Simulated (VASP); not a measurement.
## Os: electric field gradients with PBE

The system is Os.

```
CELL_PARAMETERS angstrom
0.05835 1.97418 1.97418
1.97418 0.05835 1.97418
1.97418 1.97418 0.05835
ATOMIC_POSITIONS crystal
Os 0.00000 0.00000 0.00000
```

This cell differs from its parent crystal: equal xy, yz and zx shear strains of +3 %.

```yaml
Program: VASP 6.6.1
Task: electric field gradients
Functional: PBE
Potentials_or_basis: VASP PAW PBE potentials, release 64 (Os)
Cutoff: 520 eV
k_mesh: 14 × 14 × 14
Occupations: fermi-dirac, width 0.05 eV
Spin: no spin polarisation
Dipole_correction: no
Further_INCAR_settings: ALGO = Normal; EDIFF = 1e-08; NBANDS = 10
```

```json
{
  "Pressure": "-8.5 GPa",
  "Band gap on the k mesh": "zero (band 4 reaches 10.88 eV, above the bottom of band 5 at 7.30 eV)"
}
```

Stress tensor (GPa, compression positive):
```
-8.51 -7.89 -7.89
-7.89 -8.51 -7.89
-7.89 -7.89 -8.51
```

Levels at points of the mesh, in eV from the Fermi level:
```
           k point  band 1  band 2  band 3  band 4  band 5  band 6  band 7  band 8
(0.00, 0.00, 0.00)  -10.35   -3.25   -2.55   -2.55    0.10    0.10   14.27   18.98
(0.50, 0.00, 0.00)   -7.20   -3.34   -2.54   -0.01    2.02    2.62    8.68   13.72
(0.50, 0.50, 0.00)   -7.08   -6.39    2.17    2.29    2.89    3.02   11.46   11.56
(0.50, 0.50, 0.50)   -7.35   -2.79   -2.79   -0.61    2.16    2.16    7.75   14.21
```

Electric field gradients, principal values (V/Å²):
```csv
atom,least,middle,greatest (by size)
1 Os,-47.153,-47.153,94.305
```

Run time: 26 s on 1 thread of Intel Xeon 6975P-C, with other jobs on the host, peak memory 0.18 GiB.

Caveat: the cell differs from its parent crystal (equal xy, yz and zx shear strains of +3 %); without QUAD_EFG the Cq values of the log hold for a quadrupole moment of 1 mb, not for the nuclei; spin-orbit coupling is left out, which moves the levels of the heavy elements.
